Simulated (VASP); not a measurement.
**SiC: single point with r2SCAN**

The system is SiC.

```
CELL_PARAMETERS angstrom
3.15224 0.00000 0.00000
-1.57612 2.72992 0.00000
0.00000 0.00000 5.02832
ATOMIC_POSITIONS crystal
Si 0.33333 0.66667 0.99837
Si 0.66667 0.33333 0.49837
C 0.33333 0.66667 0.37663
C 0.66667 0.33333 0.87663
```

This cell differs from its parent crystal: epitaxial xy strain +2.5%.

```yaml
Program: VASP 6.6.1
Task: single point
Functional: r2SCAN
Potentials_or_basis: VASP PAW PBE potentials, release 64 (Si, C)
Cutoff: 520 eV
k_mesh: 12 × 12 × 6
Occupations: gaussian, width 0.01 eV
Spin: no spin polarisation
```

| Property | Result |
| --- | --- |
| Pressure | -9.6 GPa |
| Band gap on the k mesh | 2.80 eV, indirect (least direct gap 4.12 eV) |

Stress tensor (GPa, compression positive):
```
-14.37   0.00   0.00
  0.00 -14.37   0.00
  0.00   0.00  -0.09
```

Levels at points of the mesh, in eV from the valence-band top:
| k point | band 4 | band 5 | band 6 | band 7 | band 8 | band 9 | band 10 | band 11 | band 12 | band 13 |
| --- | --- | --- | --- | --- | --- | --- | --- | --- | --- | --- |
| (0.00, 0.00, 0.00) | -1.61 | -1.61 | -0.11 | -0.11 | 0.00 | 4.45 | 6.45 | 6.62 | 6.62 | 8.13 |
| (0.50, 0.00, 0.00) | -6.35 | -5.52 | -3.60 | -3.28 | -1.28 | 2.85 | 4.75 | 7.03 | 7.34 | 10.82 |
| (0.00, 0.00, 0.50) | -4.35 | -0.93 | -0.93 | -0.93 | -0.93 | 5.68 | 5.68 | 7.37 | 7.37 | 7.37 |
| (0.50, 0.00, 0.50) | -8.40 | -2.65 | -2.65 | -2.29 | -2.29 | 3.61 | 3.61 | 5.65 | 5.65 | 10.81 |

It took 73 s on 1 thread of Intel(R) Xeon(R) 6975P-C (Granite Rapids), on a shared host, peak memory 0.18 GiB.

Caveat: the cell differs from its parent crystal (epitaxial xy strain +2.5%); the PAW data sets were made with another functional, which shifts forces and pressure a little. A k mesh can miss the band edges.
